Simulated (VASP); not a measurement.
# PbO (Fm-3m) in VASP: a series of runs

Aim: see how the results for PbO move with the level of theory and the settings. Levels: PBE, r2SCAN. Tasks: single point.

Everything below comes from runs of VASP 6.6.1. Logs are shortened: lines on timing, memory, paths and dates and some standing lists are left out, and cuts for length are marked.

### 1 The cell of the first run

The structure is cubic, space group Fm-3m (No. 225). The conventional cell has a = 5.011 Å, b = 5.011 Å, c = 5.011 Å, α = 90.00°, β = 90.00°, γ = 90.00°. Pb (site symmetry m-3m) has 6 O at 2.51 Å within 3.3 Å. O (site symmetry m-3m) has 6 Pb at 2.51 Å within 3.3 Å.

### 2 Single point, PBE (strain -3.9%)

The input, INCAR:

```
PREC = Accurate
ENCUT = 600
EDIFF = 1E-6
ISMEAR = -1
SIGMA = 0.02
LREAL = F
LASPH = T
NELM = 120
ALGO = Normal
ISIF = 2
LWAVE = F
LCHARG = F
GGA = PE
NBANDS = 17
GGA_COMPAT = F
```

The input, KPOINTS:

```
Automatic mesh
0
Gamma
  8 8 8
```

The input, POSCAR:

```
PbO
1.0
    0.0000000000      2.5053846180      2.5053846180
    2.5053846180      0.0000000000      2.5053846180
    2.5053846180      2.5053846180      0.0000000000
Pb O
1 1
Direct
    0.0000000000      0.0000000000      0.0000000000
    0.5000000000      0.5000000000      0.5000000000
```

Potentials or basis: VASP PAW PBE potentials, release 64 (Pb_d, O).

Run with:

```
> cat potpaw_PBE.64/Pb_d/POTCAR potpaw_PBE.64/O/POTCAR > POTCAR
> mpirun -np 1 vasp_std > vasp.out
```

OUTCAR:

```text
PREC = Accurate
   ENCUT = 600
   EDIFF = 1E-6
   ISMEAR = -1
   LREAL = F
   LASPH = T
   NELM = 120
   ISIF = 2
   GGA = PE

 ion  position               nearest neighbor table
   1  0.000  0.000  0.000-   2 2.51   2 2.51   2 2.51   2 2.51   2 2.51   2 2.51
   2  0.500  0.500  0.500-   1 2.51   1 2.51   1 2.51   1 2.51   1 2.51   1 2.51

  LATTYP: Found a face centered cubic cell.
 ALAT       =     5.0107692360

  Lattice vectors:

 A1 = (   0.0000000000,   2.5053846180,   2.5053846180)
 A2 = (   2.5053846180,   0.0000000000,   2.5053846180)
 A3 = (   2.5053846180,   2.5053846180,   0.0000000000)

Analysis of symmetry for initial positions (statically):
=====================================================================
 Subroutine PRICEL returns:
 Original cell was already a primitive cell.

 Routine SETGRP: Setting up the symmetry group for a
 face centered cubic supercell.

 Subroutine GETGRP returns: Found 48 space group operations
 (whereof 48 operations were pure point group operations)
 out of a pool of 48 trial point group operations.

The static configuration has the point symmetry O_h .

Analysis of symmetry for dynamics (positions and initial velocities):
=====================================================================
 Subroutine PRICEL returns:
 Original cell was already a primitive cell.

 Routine SETGRP: Setting up the symmetry group for a
 face centered cubic supercell.

 Subroutine GETGRP returns: Found 48 space group operations
 (whereof 48 operations were pure point group operations)
 out of a pool of 48 trial point group operations.

The dynamic configuration has the point symmetry O_h .

 Subroutine INISYM returns: Found 48 space group operations
 (whereof 48 operations are pure point group operations),
 and found     1 'primitive' translations

----------------------------------------------------------------------------------------

                                     Primitive cell

  volume of cell :      31.4524

  direct lattice vectors                    reciprocal lattice vectors
     0.000000000  2.505384618  2.505384618    -0.199570156  0.199570156  0.199570156
     2.505384618  0.000000000  2.505384618     0.199570156 -0.199570156  0.199570156
     2.505384618  2.505384618  0.000000000     0.199570156  0.199570156 -0.199570156

  length of vectors
     3.543148906  3.543148906  3.543148906     0.345665651  0.345665651  0.345665651

  position of ions in fractional coordinates (direct lattice)
     0.000000000  0.000000000  0.000000000
     0.500000000  0.500000000  0.500000000

  ion indices of the primitive-cell ions
   primitive index   ion index
                 1           1
                 2           2

----------------------------------------------------------------------------------------

 KPOINTS: Automatic mesh

Automatic generation of k-mesh.
 Grid dimensions read from file:
 generate k-points for:    8    8    8

 Generating k-lattice:

  Cartesian coordinates                     Fractional coordinates (reciprocal lattice)
    -0.024946270  0.024946270  0.024946270     0.125000000  0.000000000  0.000000000
     0.024946270 -0.024946270  0.024946270     0.000000000  0.125000000  0.000000000
     0.024946270  0.024946270 -0.024946270     0.000000000  0.000000000  0.125000000

  Length of vectors
     0.043208206  0.043208206  0.043208206

  Shift w.r.t. Gamma in fractional coordinates (k-lattice)
     0.000000000  0.000000000  0.000000000

 Subroutine IBZKPT returns following result:
 ===========================================

 Found     29 irreducible k-points:

 Following reciprocal coordinates:
            Coordinates               Weight
  0.000000  0.000000  0.000000      1.000000
  0.125000  0.000000  0.000000      8.000000
  0.250000  0.000000  0.000000      8.000000
  0.375000  0.000000  0.000000      8.000000
  0.500000  0.000000  0.000000      4.000000
  0.125000  0.125000  0.000000      6.000000
[... 16 lines left out ...]
  0.500000  0.250000  0.125000     48.000000
 -0.375000  0.250000  0.125000     24.000000
 [... further k-points ...]
   k-points           NKPTS =     29   k-points in BZ     NKDIM =     29   number of bands    NBANDS=     17
   number of dos      NEDOS =    301   number of ions     NIONS =      2
   total plane-waves  NPLWV =  21952
   dimension x,y,z NGX =    28 NGY =   28 NGZ =   28
   dimension x,y,z NGXF=    56 NGYF=   56 NGZF=   56
   ions per type =               1   1
   NGX,Y,Z   is equivalent  to a cutoff of  13.14, 13.14, 13.14 a.u.
   NGXF,Y,Z  is equivalent  to a cutoff of  26.28, 26.28, 26.28 a.u.
 SYSTEM =  unknown system
   PREC   = accura    normal or accurate (medium, high low for compatibility)
   ISTART =      0    job   : 0-new  1-cont  2-samecut
   ICHARG =      2    charge: 1-file 2-atom 10-const
   ISPIN  =      1    spin polarized calculation?
   LNONCOLLINEAR =      F non collinear calculations
   LSORBIT =      F    spin-orbit coupling
   LASPH  =      T    aspherical Exc in radial PAW
   ENCUT  =  600.0 eV  44.10 Ry    6.64 a.u.   7.08  7.08  7.08*2*pi/ulx,y,z
   NELM   =    120;   NELMIN=  2; NELMDL= -5     # of ELM steps
   EDIFF  = 0.1E-05   stopping-criterion for ELM
   LREAL  =      F    real-space projection
   EDIFFG = 0.1E-04   stopping-criterion for IOM
   NSW    =      0    number of steps for IOM
   IBRION =     -1    ionic relax: 0-MD 1-quasi-New 2-CG
   NFREE  =      0    steps in history (QN), initial steepest desc. (CG)
   ISIF   =      2    stress and relaxation
   ISYM   =      2    0-nonsym 1-usesym 2-fastsym
   POTIM  = 0.5000    time-step for ionic-motion
   TEBEG  =    0.0;   TEEND  =   0.0 temperature during run
   PSTRESS=    0.0 pullay stress
   NELECT =      20.0000    total number of electrons
   NUPDOWN=      -1.0000    fix difference up-down
   EMIN   =  10.00;   EMAX   =-10.00  energy-range for DOS
   EFERMI =   0.00;   METHOD = LEGACY
   ISMEAR =    -1;   SIGMA  =   0.02  broadening in eV -4-tet -1-fermi 0-gaus
   EFERMI_NEDOS =   21; number of points for ismear=-14 and -15
   IALGO  =     38    algorithm
   IMIX   =      4    mixing-type and parameters
     AMIX     =   0.40;   BMIX     =  1.00
     AMIX_MAG =   1.60;   BMIX_MAG =  1.00
  volume/ion in A,a.u.               =      15.73       106.13
  Fermi-wavevector in a.u.,A,eV,Ry     =   1.407777  2.660312 26.964503  1.981835
  Thomas-Fermi vector in A             =   2.530001
   LORBIT       =      0    0 simple, 1 ext, 2 COOP (PROOUT), +10 PAW based schemes
   GGA     = PE    functional components
   LHFCALC =     F    Hartree Fock is set to
   AEXX    =    0.0000 exact exchange contribution
   IVDW    =     0    specifies the selected vdW correction
   LEPSILON=     F    determine dielectric tensor
   LRPA    =     F    only Hartree local field effects (RPA)
 non-spin polarized calculation
  energy-cutoff  :      600.00
  volume of cell :       31.45
 maximum number of plane-waves:      1067
   NGX = 15   NGY = 15   NGZ = 15

 number of electron      20.0000001 magnetization

 Free energy of the ion-electron system (eV)
  ---------------------------------------------------
  ext. energy  EPLUGINS =         0.00000000
  ---------------------------------------------------
  free energy    TOTEN  =       -10.13868838 eV

  energy without entropy =      -10.13868838  energy(sigma->0) =      -10.13868838

 E-fermi :   8.5876     XC(G=0): -11.3110

 val. band max:        8.1716334342   @ k =  -0.3750   0.1250   0.0000
 cond. band min:       8.9711351731   @ k =   0.5000   0.0000   0.0000
 fundamental gap:      0.7995017389
 Fermi energy:         8.5876454755

 k-point     1 :       0.0000    0.0000    0.0000
  band No.  band energies     occupation
      1     -10.4980      2.00000
      2      -8.3050      2.00000
      3      -8.3050      2.00000
      4      -8.3050      2.00000
      5      -8.1424      2.00000
      6      -8.1424      2.00000
[... 9 lines left out ...]
     16      20.0822      0.00000
     17      20.0822      0.00000

 k-point     2 :       0.1250    0.0000    0.0000
  band No.  band energies     occupation
      1     -10.3822      2.00000
      2      -8.3075      2.00000
      3      -8.2872      2.00000
      4      -8.2872      2.00000
      5      -8.1524      2.00000
      6      -8.1524      2.00000
[... 9 lines left out ...]
     16      20.7047      0.00000
     17      22.2736      0.00000

 k-point     3 :       0.2500    0.0000    0.0000
  band No.  band energies     occupation
      1     -10.0852      2.00000
      2      -8.3175      2.00000
      3      -8.2827      2.00000
      4      -8.2827      2.00000
      5      -8.1365      2.00000
      6      -8.1365      2.00000
[... 9 lines left out ...]
     16      21.7981      0.00000
     17      24.0988      0.00000

 k-point     4 :       0.3750    0.0000    0.0000
  band No.  band energies     occupation
      1      -9.7555      2.00000
      2      -8.3392      2.00000
      3      -8.3186      2.00000
      4      -8.3186      2.00000
      5      -8.0783      2.00000
      6      -8.0783      2.00000
[... 9 lines left out ...]
     16      23.1369      0.00000
     17      23.6167      0.00000
[... 343 lines left out ...]
      1     -10.0967      2.00000
      2      -8.3415      2.00000
      3      -8.2349      2.00000
      4      -8.1720      2.00000
      5      -8.1378      2.00000
      6      -7.9245      2.00000
[... 9 lines left out ...]
     16      23.2242      0.00000
     17      25.0010      0.00000

 k-point    23 :       0.5000    0.2500    0.1250
  band No.  band energies     occupation
      1     -10.0202      2.00000
      2      -8.3172      2.00000
      3      -8.2449      2.00000
      4      -8.1832      2.00000
      5      -8.0848      2.00000
      6      -7.7061      2.00000
[... 9 lines left out ...]
     16      23.6934      0.00000
     17      25.3252      0.00000

 k-point    24 :      -0.3750    0.2500    0.1250
  band No.  band energies     occupation
      1      -9.9922      2.00000
      2      -8.3075      2.00000
      3      -8.2251      2.00000
      4      -8.2177      2.00000
      5      -8.0558      2.00000
      6      -7.6051      2.00000
[... 9 lines left out ...]
     16      23.9652      0.00000
     17      25.5741      0.00000

 [... further k-points ...]

------------------------ aborting loop because EDIFF is reached ----------------------------------------

  FORCE on cell =-STRESS in cart. coord.  units (eV):
  Direction    XX          YY          ZZ          XY          YZ          ZX
  --------------------------------------------------------------------------------------
  -------------------------------------------------------------------------------------
  Total        3.5274898      3.5274898      3.5274898      0.0000000      0.0000000     -0.0000000
  in kB      179.6896798    179.6896798    179.6896798      0.0000000      0.0000000     -0.0000000
  external PRESSURE =     179.6896798 kB  Pullay stress =       0.0000000 kB

 VOLUME and BASIS-vectors are now :
 -----------------------------------------------------------------------------
  energy-cutoff  :      600.00
  volume of cell :       31.45
      direct lattice vectors                 reciprocal lattice vectors
     0.000000000  2.505384618  2.505384618    -0.199570156  0.199570156  0.199570156
     2.505384618  0.000000000  2.505384618     0.199570156 -0.199570156  0.199570156
     2.505384618  2.505384618  0.000000000     0.199570156  0.199570156 -0.199570156

 POSITION                                       TOTAL-FORCE (eV/Angst)
 -----------------------------------------------------------------------------------
      0.00000      0.00000      0.00000        -0.000000     -0.000000     -0.000000
      2.50538      2.50538      2.50538         0.000000      0.000000      0.000000
 -----------------------------------------------------------------------------------
    total drift:                                0.000000      0.000000      0.000000

  FREE ENERGIE OF THE ION-ELECTRON SYSTEM (eV)
  ---------------------------------------------------
  free  energy   TOTEN  =       -10.1386883837 eV

  energy  without entropy=      -10.1386883837  energy(sigma->0) =      -10.13868838
```

Wall time 28 s (1 thread of AMD EPYC 7R43 (Zen 3), shared host); peak memory 0.13 GiB.

What came out:

* Free energy: -10.1387 eV
* Pressure: 18.0 GPa
* Band gap on the k mesh: 0.80 eV (least direct gap 1.06 eV)

Caveat: the cell differs from its parent crystal (strain -3.9%); the cell stands under pressure; spin-orbit coupling is left out, which moves the levels of the heavy elements. A k mesh can miss the band edges.

### 3 Single point, r2SCAN (strain -3.9%)

POSCAR is that of step 2.

The input, INCAR.step1:

```
SYSTEM = PbO
PREC = Accurate
ENCUT = 660
ISMEAR = -1
SIGMA = 0.02
LREAL = .FALSE.
LASPH = .TRUE.
NELM = 120
NBANDS = 17
GGA = PE
ALGO = Normal
EDIFF = 1E-5
LWAVE = .TRUE.
LCHARG = .FALSE.
GGA_COMPAT = .FALSE.
```

The input, INCAR.step2:

```
SYSTEM = PbO
PREC = Accurate
ENCUT = 660
EDIFF = 1E-6
ISMEAR = -1
SIGMA = 0.02
LREAL = .FALSE.
LASPH = .TRUE.
NELM = 120
ALGO = Normal
ISIF = 2
LWAVE = .FALSE.
LCHARG = .TRUE.
METAGGA = R2SCAN
LMIXTAU = .TRUE.
LELF = .TRUE.
LVHAR = .TRUE.
NBANDS = 17
ISTART = 1
GGA_COMPAT = .FALSE.
```

The input, KPOINTS:

```
regular mesh
0
G
  8 8 8
  0 0 0
```

Potentials or basis: VASP PAW PBE potentials, release 64 (Pb_d, O).

Run with:

```
> cat potpaw_PBE.64/Pb_d/POTCAR potpaw_PBE.64/O/POTCAR > POTCAR
> cp INCAR.step1 INCAR
> mpirun -np 1 vasp_std > vasp.out
> cp INCAR.step2 INCAR
> mpirun -np 1 vasp_std > vasp.out
```

OUTCAR:

```text
SYSTEM = PbO
   PREC = Accurate
   ENCUT = 660
   EDIFF = 1E-6
   ISMEAR = -1
   LREAL = .FALSE.
   LASPH = .TRUE.
   NELM = 120
   ISIF = 2
   METAGGA = R2SCAN
   ISTART = 1

 ion  position               nearest neighbor table
   1  0.000  0.000  0.000-   2 2.51   2 2.51   2 2.51   2 2.51   2 2.51   2 2.51
   2  0.500  0.500  0.500-   1 2.51   1 2.51   1 2.51   1 2.51   1 2.51   1 2.51

  LATTYP: Found a face centered cubic cell.
 ALAT       =     5.0107692360

[... 667 lines left out ...]
 [... further k-points ...]

------------------------ aborting loop because EDIFF is reached ----------------------------------------

  FORCE on cell =-STRESS in cart. coord.  units (eV):
  Direction    XX          YY          ZZ          XY          YZ          ZX
  --------------------------------------------------------------------------------------
  -------------------------------------------------------------------------------------
  Total        3.0714907      3.0714907      3.0714907      0.0000000      0.0000000      0.0000000
  in kB      156.4611685    156.4611685    156.4611685      0.0000000      0.0000000      0.0000000
  external PRESSURE =     156.4611685 kB  Pullay stress =       0.0000000 kB

 VOLUME and BASIS-vectors are now :
 -----------------------------------------------------------------------------
  energy-cutoff  :      660.00
  volume of cell :       31.45
      direct lattice vectors                 reciprocal lattice vectors
     0.000000000  2.505384618  2.505384618    -0.199570156  0.199570156  0.199570156
     2.505384618  0.000000000  2.505384618     0.199570156 -0.199570156  0.199570156
     2.505384618  2.505384618  0.000000000     0.199570156  0.199570156 -0.199570156

 POSITION                                       TOTAL-FORCE (eV/Angst)
 -----------------------------------------------------------------------------------
      0.00000      0.00000      0.00000         0.000000      0.000000     -0.000000
      2.50538      2.50538      2.50538        -0.000000     -0.000000      0.000000
 -----------------------------------------------------------------------------------
    total drift:                                0.000000      0.000000      0.000000

  FREE ENERGIE OF THE ION-ELECTRON SYSTEM (eV)
  ---------------------------------------------------
  free  energy   TOTEN  =       -64.1150893075 eV

  energy  without entropy=      -64.1150893075  energy(sigma->0) =      -64.11508931
```

OUTCAR.step1:

```text
SYSTEM = PbO
   PREC = Accurate
   ENCUT = 660
   ISMEAR = -1
   LREAL = .FALSE.
   LASPH = .TRUE.
[... 701 lines left out ...]
      0.00000      0.00000      0.00000        -0.000000     -0.000000     -0.000000
      2.50538      2.50538      2.50538         0.000000      0.000000      0.000000
 -----------------------------------------------------------------------------------
    total drift:                                0.000000      0.000000      0.000000

  FREE ENERGIE OF THE ION-ELECTRON SYSTEM (eV)
  ---------------------------------------------------
  free  energy   TOTEN  =       -10.1400631905 eV

  energy  without entropy=      -10.1400631904  energy(sigma->0) =      -10.14006319
```

OSZICAR.step1:

```text
N       E                     dE             d eps       ncg     rms          rms(c)
DAV:   1     0.194320969911E+03    0.19432E+03   -0.11996E+04  1002   0.172E+03
DAV:   2     0.244621152833E+01   -0.19187E+03   -0.18242E+03  1074   0.405E+02
DAV:   3    -0.119250637819E+02   -0.14371E+02   -0.14260E+02  1190   0.114E+02
DAV:   4    -0.122090531266E+02   -0.28399E+00   -0.28379E+00  1263   0.160E+01
DAV:   5    -0.122170775686E+02   -0.80244E-02   -0.80237E-02  1376   0.265E+00    0.849E+00
DAV:   6    -0.103566354684E+02    0.18604E+01   -0.13366E+01  1362   0.290E+01    0.431E+00
DAV:   7    -0.101549427014E+02    0.20169E+00   -0.14707E+00  1256   0.102E+01    0.141E+00
DAV:   8    -0.101664128435E+02   -0.11470E-01   -0.28327E-01  1043   0.518E+00    0.146E+00
DAV:   9    -0.101400425757E+02    0.26370E-01   -0.36586E-02  1084   0.198E+00    0.173E-01
DAV:  10    -0.101402304230E+02   -0.18785E-03   -0.28457E-03  1184   0.392E-01    0.130E-01
DAV:  11    -0.101400643762E+02    0.16605E-03   -0.47489E-04  1086   0.170E-01    0.134E-02
DAV:  12    -0.101400631905E+02    0.11858E-05   -0.10705E-05   938   0.293E-02
   1 F= -.10140063E+02 E0= -.10140063E+02  d E =-.677470E-10
```

Wall time 2.8 min (1 thread of AMD EPYC 7R43 (Zen 3), shared host); peak memory 0.15 GiB.

Results:

```
Free energy            : -64.1151 eV
Pressure               : 15.6 GPa
Band gap on the k mesh : 0.80 eV (least direct gap 0.84 eV)
```

Levels at points of the mesh, in eV from the valence-band top:
| k point | band 7 | band 8 | band 9 | band 10 | band 11 | band 12 | band 13 | band 14 |
| --- | --- | --- | --- | --- | --- | --- | --- | --- |
| (0.00, 0.00, 0.00) | -7.62 | -3.21 | -3.21 | -3.21 | 9.86 | 9.86 | 9.86 | 10.76 |
| (0.50, 0.00, 0.00) | -9.39 | -2.62 | -2.62 | -0.05 | 0.80 | 5.73 | 5.73 | 11.37 |
| (0.50, 0.50, 0.00) | -6.51 | -5.98 | -4.35 | -4.35 | 4.60 | 7.10 | 7.42 | 7.42 |

Caveat: the cell differs from its parent crystal (strain -3.9%); the cell stands under pressure; the PAW data sets were made with another functional, which shifts forces and pressure a little; spin-orbit coupling is left out, which moves the levels of the heavy elements. A k mesh can miss the band edges.
